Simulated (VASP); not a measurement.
A run of VASP 6.6.1 is set up as follows.

Contents of INCAR:

```
  PREC = Accurate
  ENCUT = 520
  EDIFF = 1E-7
  ISMEAR = 0
  SIGMA = 0.1
  LREAL = False
  LASPH = True
  NELM = 150
  ALGO = Normal
  ISIF = 2
  LWAVE = False
  LCHARG = True
  ISPIN = 2
  MAGMOM = 0.28 0.28 0.28 0.47 0.47 0.47 0
  LORBIT = 11
  LMAXMIX = 6
  GGA = PE
  LELF = True
  LVHAR = True
  NBANDS = 50
```

The input KPOINTS:

```
regular mesh
0
Gamma
  6 6 6
```

File POSCAR:

```
La3Sc3F
1.0
    5.9779337028      0.0000000000      0.0000000000
    0.0000000000      5.9779337028      0.0000000000
    0.0000000000      0.0000000000      5.9779337028
La Sc F
3 3 1
Direct
    0.0000000000      0.5000000000      0.0000000000
    0.5000000000      0.0000000000      0.0000000000
    0.0000000000      0.0000000000      0.5000000000
    0.0000000000      0.5000000000      0.5000000000
    0.5000000000      0.5000000000      0.0000000000
    0.5000000000      0.0000000000      0.5000000000
    0.5000000000      0.5000000000      0.5000000000
```

Potentials or basis: VASP PAW PBE potentials, release 64 (La, Sc_sv, F).

Command:

```bash
$ cat potpaw_PBE.64/La/POTCAR potpaw_PBE.64/Sc_sv/POTCAR potpaw_PBE.64/F/POTCAR > POTCAR
$ mpirun -np 1 vasp_std > vasp.out
```

Question: Estimate the net moment.

Answer: 1.99 μB per cell.

Question: Estimate the pressure.

Answer: 0.0 GPa.

Question: Predict the site moments.

Answer: La +0.16; Sc +0.29; F +0.02 μB.
